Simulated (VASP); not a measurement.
# Mo4N (Pm-3m) in VASP: notebook

The runs below take Mo4N through single point, with PBE.

Everything below comes from runs of VASP 6.6.1. Logs are shortened: lines on timing, memory, paths and dates and some standing lists are left out, and cuts for length are marked.

## 1. The cell of the first run

It takes space group Pm-3m (No. 221, cubic). The conventional cell has a = 4.116 Å, b = 4.116 Å, c = 4.116 Å, α = 90.00°, β = 90.00°, γ = 90.00°. Within 2.7 Å of Mo (site symmetry 4/mmm) lie 2 N at 2.06 Å. Within 3.8 Å of Mo (site symmetry m-3m) lie 12 Mo at 2.91 Å and 8 N at 3.56 Å. Within 2.7 Å of N (site symmetry m-3m) lie 6 Mo at 2.06 Å.

The cell was built from a structure type or drawn by symmetry, and may not be a known phase.

## 2. Single point, PBE

The input, INCAR:

```
SYSTEM = Mo4N
PREC = Accurate
ENCUT = 520
EDIFF = 1E-6
ISMEAR = 0
SIGMA = 0.1
LREAL = .FALSE.
LASPH = .TRUE.
NELM = 60
ALGO = Normal
ISIF = 2
LWAVE = .FALSE.
LCHARG = .FALSE.
GGA = PE
NBANDS = 38
```

The input, KPOINTS:

```
regular mesh
0
G
  10 10 10
  0 0 0
```

The input, POSCAR:

```
Mo4N
1.0
    4.1161896204      0.0000000000      0.0000000000
    0.0000000000      4.1161896204      0.0000000000
    0.0000000000      0.0000000000      4.1161896204
Mo N
4 1
Direct
    0.5000000000      0.0000000000      0.0000000000
    0.0000000000      0.5000000000      0.0000000000
    0.0000000000      0.0000000000      0.5000000000
    0.5000000000      0.5000000000      0.5000000000
    0.0000000000      0.0000000000      0.0000000000
```

Potentials or basis: VASP PAW PBE potentials, release 64 (Mo_sv, N).

The run is started by

```
$ cat potpaw_PBE.64/Mo_sv/POTCAR potpaw_PBE.64/N/POTCAR > POTCAR
$ mpirun -np 1 vasp_std > vasp.out
```

OUTCAR:

```text
SYSTEM = Mo4N
   PREC = Accurate
   ENCUT = 520
   EDIFF = 1E-6
   ISMEAR = 0
   LREAL = .FALSE.
   LASPH = .TRUE.
   NELM = 60
   ISIF = 2
   GGA = PE

 ion  position               nearest neighbor table
   1  0.500  0.000  0.000-   5 2.06   5 2.06   4 2.91   2 2.91   3 2.91   4 2.91   2 2.91   4 2.91
                             4 2.91   2 2.91   3 2.91   3 2.91   3 2.91   2 2.91
   2  0.000  0.500  0.000-   5 2.06   5 2.06   4 2.91   1 2.91   3 2.91   4 2.91   1 2.91   3 2.91
                             3 2.91   3 2.91   1 2.91   4 2.91   4 2.91   1 2.91
   3  0.000  0.000  0.500-   5 2.06   5 2.06   4 2.91   1 2.91   1 2.91   2 2.91   2 2.91   2 2.91
                             4 2.91   2 2.91   1 2.91   4 2.91   1 2.91   4 2.91
   4  0.500  0.500  0.500-   1 2.91   2 2.91   3 2.91   1 2.91   2 2.91   1 2.91   3 2.91   1 2.91
                             2 2.91   3 2.91   2 2.91   3 2.91
   5  0.000  0.000  0.000-   1 2.06   2 2.06   3 2.06   3 2.06   2 2.06   1 2.06

  LATTYP: Found a simple cubic cell.
 ALAT       =     4.1161896204

  Lattice vectors:

 A1 = (   4.1161896204,   0.0000000000,   0.0000000000)
 A2 = (   0.0000000000,   4.1161896204,   0.0000000000)
 A3 = (   0.0000000000,   0.0000000000,   4.1161896204)

Analysis of symmetry for initial positions (statically):
=====================================================================
 Subroutine PRICEL returns:
 Original cell was already a primitive cell.

 Routine SETGRP: Setting up the symmetry group for a
 simple cubic supercell.

 Subroutine GETGRP returns: Found 48 space group operations
 (whereof 48 operations were pure point group operations)
 out of a pool of 48 trial point group operations.

The static configuration has the point symmetry O_h .

Analysis of symmetry for dynamics (positions and initial velocities):
=====================================================================
 Subroutine PRICEL returns:
 Original cell was already a primitive cell.

 Routine SETGRP: Setting up the symmetry group for a
 simple cubic supercell.

 Subroutine GETGRP returns: Found 48 space group operations
 (whereof 48 operations were pure point group operations)
 out of a pool of 48 trial point group operations.

The dynamic configuration has the point symmetry O_h .

 Subroutine INISYM returns: Found 48 space group operations
 (whereof 48 operations are pure point group operations),
 and found     1 'primitive' translations

----------------------------------------------------------------------------------------

                                     Primitive cell

  volume of cell :      69.7407

  direct lattice vectors                    reciprocal lattice vectors
     4.116189620  0.000000000  0.000000000     0.242943132  0.000000000  0.000000000
     0.000000000  4.116189620  0.000000000     0.000000000  0.242943132  0.000000000
     0.000000000  0.000000000  4.116189620     0.000000000  0.000000000  0.242943132

  length of vectors
     4.116189620  4.116189620  4.116189620     0.242943132  0.242943132  0.242943132

  position of ions in fractional coordinates (direct lattice)
     0.500000000  0.000000000  0.000000000
     0.000000000  0.500000000  0.000000000
     0.000000000  0.000000000  0.500000000
     0.500000000  0.500000000  0.500000000
     0.000000000  0.000000000  0.000000000

  ion indices of the primitive-cell ions
   primitive index   ion index
                 1           1
                 2           2
                 3           3
                 4           4
                 5           5

----------------------------------------------------------------------------------------

 KPOINTS: regular mesh

Automatic generation of k-mesh.
 Grid dimensions read from file:
 generate k-points for:   10   10   10

 Generating k-lattice:

  Cartesian coordinates                     Fractional coordinates (reciprocal lattice)
     0.024294313  0.000000000  0.000000000     0.100000000  0.000000000  0.000000000
     0.000000000  0.024294313  0.000000000     0.000000000  0.100000000  0.000000000
     0.000000000  0.000000000  0.024294313     0.000000000  0.000000000  0.100000000

  Length of vectors
     0.024294313  0.024294313  0.024294313

  Shift w.r.t. Gamma in fractional coordinates (k-lattice)
     0.000000000  0.000000000  0.000000000

 Subroutine IBZKPT returns following result:
 ===========================================

 Found     56 irreducible k-points:

 Following reciprocal coordinates:
            Coordinates               Weight
  0.000000  0.000000  0.000000      1.000000
  0.100000  0.000000  0.000000      6.000000
  0.200000  0.000000  0.000000      6.000000
  0.300000  0.000000  0.000000      6.000000
  0.400000  0.000000  0.000000      6.000000
  0.500000  0.000000  0.000000      3.000000
[... 16 lines left out ...]
  0.200000  0.100000  0.100000     24.000000
  0.300000  0.100000  0.100000     24.000000
 [... further k-points ...]
   k-points           NKPTS =     56   k-points in BZ     NKDIM =     56   number of bands    NBANDS=     38
   number of dos      NEDOS =    301   number of ions     NIONS =      5
   total plane-waves  NPLWV =  32768
   dimension x,y,z NGX =    32 NGY =   32 NGZ =   32
   dimension x,y,z NGXF=    64 NGYF=   64 NGZF=   64
   ions per type =               4   1
   NGX,Y,Z   is equivalent  to a cutoff of  12.92, 12.92, 12.92 a.u.
   NGXF,Y,Z  is equivalent  to a cutoff of  25.85, 25.85, 25.85 a.u.
 SYSTEM =  Mo4N
   PREC   = accura    normal or accurate (medium, high low for compatibility)
   ISTART =      0    job   : 0-new  1-cont  2-samecut
   ICHARG =      2    charge: 1-file 2-atom 10-const
   ISPIN  =      1    spin polarized calculation?
   LNONCOLLINEAR =      F non collinear calculations
   LSORBIT =      F    spin-orbit coupling
   LASPH  =      T    aspherical Exc in radial PAW
   ENCUT  =  520.0 eV  38.22 Ry    6.18 a.u.   7.65  7.65  7.65*2*pi/ulx,y,z
   NELM   =     60;   NELMIN=  2; NELMDL= -5     # of ELM steps
   EDIFF  = 0.1E-05   stopping-criterion for ELM
   LREAL  =      F    real-space projection
   EDIFFG = 0.1E-04   stopping-criterion for IOM
   NSW    =      0    number of steps for IOM
   IBRION =     -1    ionic relax: 0-MD 1-quasi-New 2-CG
   NFREE  =      0    steps in history (QN), initial steepest desc. (CG)
   ISIF   =      2    stress and relaxation
   ISYM   =      2    0-nonsym 1-usesym 2-fastsym
   POTIM  = 0.5000    time-step for ionic-motion
   TEBEG  =    0.0;   TEEND  =   0.0 temperature during run
   PSTRESS=    0.0 pullay stress
   NELECT =      61.0000    total number of electrons
   NUPDOWN=      -1.0000    fix difference up-down
   EMIN   =  10.00;   EMAX   =-10.00  energy-range for DOS
   EFERMI =   0.00;   METHOD = LEGACY
   ISMEAR =     0;   SIGMA  =   0.10  broadening in eV -4-tet -1-fermi 0-gaus
   EFERMI_NEDOS =   21; number of points for ismear=-14 and -15
   IALGO  =     38    algorithm
   IMIX   =      4    mixing-type and parameters
     AMIX     =   0.40;   BMIX     =  1.00
     AMIX_MAG =   1.60;   BMIX_MAG =  1.00
  volume/ion in A,a.u.               =      13.95        94.13
  Fermi-wavevector in a.u.,A,eV,Ry     =   1.565631  2.958614 33.350605  2.451200
  Thomas-Fermi vector in A             =   2.668078
   LORBIT       =      0    0 simple, 1 ext, 2 COOP (PROOUT), +10 PAW based schemes
   GGA     = PE    functional components
   LHFCALC =     F    Hartree Fock is set to
   AEXX    =    0.0000 exact exchange contribution
   IVDW    =     0    specifies the selected vdW correction
   LEPSILON=     F    determine dielectric tensor
   LRPA    =     F    only Hartree local field effects (RPA)
 non-spin polarized calculation
 Gauss-broadening in eV      SIGMA  =   0.10
  energy-cutoff  :      520.00
  volume of cell :       69.74
 maximum number of plane-waves:      1924
 NGX is ok and might be reduce to    32
   NGX = 15   NGY = 15   NGZ = 15

 number of electron      60.9999981 magnetization

 Free energy of the ion-electron system (eV)
  ---------------------------------------------------
  ext. energy  EPLUGINS =         0.00000000
  ---------------------------------------------------
  free energy    TOTEN  =       -52.31752350 eV

  energy without entropy =      -52.29305341  energy(sigma->0) =      -52.30528845

 E-fermi :  11.8789     XC(G=0): -13.2442

 val. band max:       11.8638798170   @ k =   0.4000   0.2000   0.1000
 cond. band min:      11.8849339854   @ k =   0.4000   0.3000   0.0000
 fundamental gap:      0.0210541684
 Fermi energy:        11.8789223837

 k-point     1 :       0.0000    0.0000    0.0000
  band No.  band energies     occupation
      1     -49.2735      2.00000
      2     -49.0790      2.00000
      3     -49.0790      2.00000
      4     -48.8543      2.00000
      5     -23.8493      2.00000
      6     -23.8493      2.00000
[... 30 lines left out ...]
     37      15.3647      0.00000
     38      15.7015      0.00000

 k-point     2 :       0.1000    0.0000    0.0000
  band No.  band energies     occupation
      1     -49.2687      2.00000
      2     -49.0828      2.00000
      3     -49.0790      2.00000
      4     -48.8554      2.00000
      5     -23.8381      2.00000
      6     -23.8381      2.00000
[... 30 lines left out ...]
     37      15.3172      0.00000
     38      15.3177      0.00000

 k-point     3 :       0.2000    0.0000    0.0000
  band No.  band energies     occupation
      1     -49.2549      2.00000
      2     -49.0941      2.00000
      3     -49.0789      2.00000
      4     -48.8580      2.00000
      5     -23.8069      2.00000
      6     -23.8069      2.00000
[... 30 lines left out ...]
     37      14.9177      0.00000
[... 781 lines left out ...]
 k-point    23 :       0.2000    0.1000    0.1000
  band No.  band energies     occupation
      1     -49.2463      2.00000
      2     -49.0951      2.00000
      3     -49.0844      2.00000
      4     -48.8600      2.00000
      5     -23.8716      2.00000
      6     -23.7592      2.00000
[... 30 lines left out ...]
     37      15.1151      0.00000
     38      15.2357      0.00000

 k-point    24 :       0.3000    0.1000    0.1000
  band No.  band energies     occupation
      1     -49.2265      2.00000
      2     -49.1119      2.00000
      3     -49.0843      2.00000
      4     -48.8631      2.00000
      5     -23.8659      2.00000
      6     -23.7159      2.00000
[... 30 lines left out ...]
     37      14.8283      0.00000
     38      14.9426      0.00000

 [... further k-points ...]

------------------------ aborting loop because EDIFF is reached ----------------------------------------

  FORCE on cell =-STRESS in cart. coord.  units (eV):
  Direction    XX          YY          ZZ          XY          YZ          ZX
  --------------------------------------------------------------------------------------
  -------------------------------------------------------------------------------------
  Total        0.2127600      0.2127600      0.2127600      0.0000000     -0.0000000      0.0000000
  in kB        4.8878104      4.8878104      4.8878104      0.0000000     -0.0000000      0.0000000
  external PRESSURE =       4.8878104 kB  Pullay stress =       0.0000000 kB

 VOLUME and BASIS-vectors are now :
 -----------------------------------------------------------------------------
  energy-cutoff  :      520.00
  volume of cell :       69.74
      direct lattice vectors                 reciprocal lattice vectors
     4.116189620  0.000000000  0.000000000     0.242943132  0.000000000  0.000000000
     0.000000000  4.116189620  0.000000000     0.000000000  0.242943132  0.000000000
     0.000000000  0.000000000  4.116189620     0.000000000  0.000000000  0.242943132

 POSITION                                       TOTAL-FORCE (eV/Angst)
 -----------------------------------------------------------------------------------
      2.05809      0.00000      0.00000         0.000000      0.000000      0.000000
      0.00000      2.05809      0.00000         0.000000      0.000000      0.000000
      0.00000      0.00000      2.05809         0.000000      0.000000      0.000000
      2.05809      2.05809      2.05809         0.000000      0.000000      0.000000
      0.00000      0.00000      0.00000         0.000000      0.000000      0.000000
 -----------------------------------------------------------------------------------
    total drift:                                0.000000      0.000000     -0.000000

  FREE ENERGIE OF THE ION-ELECTRON SYSTEM (eV)
  ---------------------------------------------------
  free  energy   TOTEN  =       -52.3175234954 eV

  energy  without entropy=      -52.2930534139  energy(sigma->0) =      -52.30528845
```

Run time: 2.1 min. Hardware: 1 thread of Intel Xeon 8259CL, shared host; peak memory 0.24 GiB.

Results:

| Property | Result |
| --- | --- |
| Free energy | -52.3175 eV |
| Pressure | 0.5 GPa |
| Band gap on the k mesh | zero (an odd number of electrons rules out a gap without spin polarisation) |

Levels at points of the mesh, in eV from the Fermi level:
```
           k point  band 27  band 28  band 29  band 30  band 31  band 32  band 33  band 34
(0.00, 0.00, 0.00)    -1.18    -1.18    -1.18     0.87     0.87     2.84     2.84     3.23
(0.50, 0.00, 0.00)    -2.33    -0.57    -0.57    -0.34     0.48     0.57     0.57     0.70
(0.50, 0.50, 0.00)    -2.08    -1.69    -1.31    -1.31     0.22     0.40     0.88     1.06
(0.50, 0.50, 0.50)    -1.26    -0.99    -0.99     0.92     0.92     0.92     2.35     2.35
```

## 3. Single point, PBE, collinear spin

The input, INCAR:

```
SYSTEM = Mo4N
ALGO = Normal ; EDIFF = 1E-7
ENCUT = 520 ; GGA = PE
ISIF = 2 ; ISMEAR = 0
ISPIN = 2 ; LASPH = .True.
LCHARG = .True. ; LELF = .True.
LMAXMIX = 4 ; LORBIT = 11
LREAL = .False. ; LVHAR = .True.
LWAVE = .False. ; MAGMOM = 1 1 1 1 0
NBANDS = 42 ; NELM = 150
PREC = Accurate ; SIGMA = 0.1
```

The input, KPOINTS:

```
k-points
0
Gamma
  4 4 4
  0 0 0
```

Changes to POSCAR since step 2:

```diff
@@ -2,5 +2,5 @@
 1.0
-    4.1161896204      0.0000000000      0.0000000000
-    0.0000000000      4.1161896204      0.0000000000
-    0.0000000000      0.0000000000      4.1161896204
+    4.1179565978      0.0000000000      0.0000000000
+    0.0000000000      4.1179565978      0.0000000000
+    0.0000000000      0.0000000000      4.1179565978
 Mo N
```

Potentials or basis: VASP PAW PBE potentials, release 64 (Mo_sv, N).

The run is started by

```
$ cat potpaw_PBE.64/Mo_sv/POTCAR potpaw_PBE.64/N/POTCAR > POTCAR
$ mpirun -np 1 vasp_std > vasp.out
```

OUTCAR:

```text
SYSTEM = Mo4N
   EDIFF = 1E-7
   ENCUT = 520
   GGA = PE
   ISIF = 2
   ISMEAR = 0
   ISPIN = 2
   LASPH = .True.
   LORBIT = 11
   LREAL = .False.
   NELM = 150
   PREC = Accurate

 ion  position               nearest neighbor table
   1  0.500  0.000  0.000-   5 2.06   5 2.06   4 2.91   2 2.91   3 2.91   4 2.91   2 2.91   4 2.91
                             4 2.91   2 2.91   3 2.91   3 2.91   3 2.91   2 2.91
   2  0.000  0.500  0.000-   5 2.06   5 2.06   4 2.91   1 2.91   3 2.91   4 2.91   1 2.91   3 2.91
                             3 2.91   3 2.91   1 2.91   4 2.91   4 2.91   1 2.91
   3  0.000  0.000  0.500-   5 2.06   5 2.06   4 2.91   1 2.91   1 2.91   2 2.91   2 2.91   2 2.91
                             4 2.91   2 2.91   1 2.91   4 2.91   1 2.91   4 2.91
   4  0.500  0.500  0.500-   1 2.91   2 2.91   3 2.91   1 2.91   2 2.91   1 2.91   3 2.91   1 2.91
                             2 2.91   3 2.91   2 2.91   3 2.91
   5  0.000  0.000  0.000-   1 2.06   2 2.06   3 2.06   3 2.06   2 2.06   1 2.06

  LATTYP: Found a simple cubic cell.
 ALAT       =     4.1179565978

  Lattice vectors:

 A1 = (   4.1179565978,   0.0000000000,   0.0000000000)
 A2 = (   0.0000000000,   4.1179565978,   0.0000000000)
 A3 = (   0.0000000000,   0.0000000000,   4.1179565978)
[... 1099 lines left out ...]
  Total        0.1634280      0.1634280      0.1634280     -0.0000000     -0.0000000      0.0000000
  in kB        3.7496599      3.7496599      3.7496599     -0.0000000     -0.0000000      0.0000000
  external PRESSURE =       3.7496599 kB  Pullay stress =       0.0000000 kB

 VOLUME and BASIS-vectors are now :
 -----------------------------------------------------------------------------
  energy-cutoff  :      520.00
  volume of cell :       69.83
      direct lattice vectors                 reciprocal lattice vectors
     4.117956598  0.000000000  0.000000000     0.242838888  0.000000000  0.000000000
     0.000000000  4.117956598  0.000000000     0.000000000  0.242838888  0.000000000
     0.000000000  0.000000000  4.117956598     0.000000000  0.000000000  0.242838888

 POSITION                                       TOTAL-FORCE (eV/Angst)
 -----------------------------------------------------------------------------------
      2.05898      0.00000      0.00000         0.000000      0.000000      0.000000
      0.00000      2.05898      0.00000         0.000000      0.000000      0.000000
      0.00000      0.00000      2.05898         0.000000      0.000000      0.000000
      2.05898      2.05898      2.05898         0.000000      0.000000      0.000000
      0.00000      0.00000      0.00000         0.000000      0.000000      0.000000
 -----------------------------------------------------------------------------------
    total drift:                                0.000000      0.000000     -0.000000

  FREE ENERGIE OF THE ION-ELECTRON SYSTEM (eV)
  ---------------------------------------------------
  free  energy   TOTEN  =       -52.3153963509 eV

  energy  without entropy=      -52.2659687200  energy(sigma->0) =      -52.29068254

 total charge

# of ion       s       p       d       tot
------------------------------------------
    1        2.327   6.213   3.949  12.490
    2        2.327   6.213   3.949  12.490
    3        2.327   6.213   3.949  12.490
    4        2.342   6.153   3.818  12.312
    5        1.255   2.568   0.000   3.823
--------------------------------------------------
tot         10.579  27.361  15.664  53.604

 magnetization (x)

# of ion       s       p       d       tot
------------------------------------------
    1        0.000   0.000   0.000   0.000
    2        0.000   0.000   0.000   0.000
    3        0.000   0.000   0.000   0.000
    4       -0.000   0.000   0.000   0.000
    5       -0.000  -0.000   0.000  -0.000
--------------------------------------------------
tot          0.000   0.000   0.001   0.001
```

Wall time 1.8 min (1 thread of Intel Xeon 8259CL, shared host); peak memory 0.22 GiB.

What came out:

```yaml
Free_energy: -52.3154 eV
Pressure: 0.4 GPa
Net_moment: 0.00 μB per cell
Valence_electrons_inside_the_program's_atomic_spheres: Mo 12.49, 12.31 (each value once); N 3.82
```

Caveat: the k points lie up to 0.38 Å⁻¹ apart.
